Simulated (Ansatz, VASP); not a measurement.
One calculation of GaP, two programs

```xyz
2
Lattice="0.0000 2.7162 2.7252 2.7162 0.0000 2.7252 2.7162 2.7162 0.0000" Properties=species:S:1:pos:R:3 pbc="T T T"
Ga    0.0000    0.0000    0.0000
P     1.3581    1.3581    1.3626
```

Alike in both runs: task single point; functional PBE; k mesh 6 × 6 × 6; occupations gaussian, width 0.02 eV; no spin polarisation.

```csv
,VASP,Ansatz
version,VASP 6.6.1,Ansatz 0.2.0
potentials or method,"VASP PAW PBE potentials, release 64 (Ga_d, P), cutoff 500 eV","plane waves, PAW"
valence electrons in the cell,18,18
```

```csv
,VASP,Ansatz,Ansatz less VASP
pressure (GPa),3.0,3.1,+0.09
"traceless stress, the component that is largest in VASP (GPa)",-0.17,-0.16,0.000
```

The functional is the same, so the differences come from potentials, cutoffs and numerics.
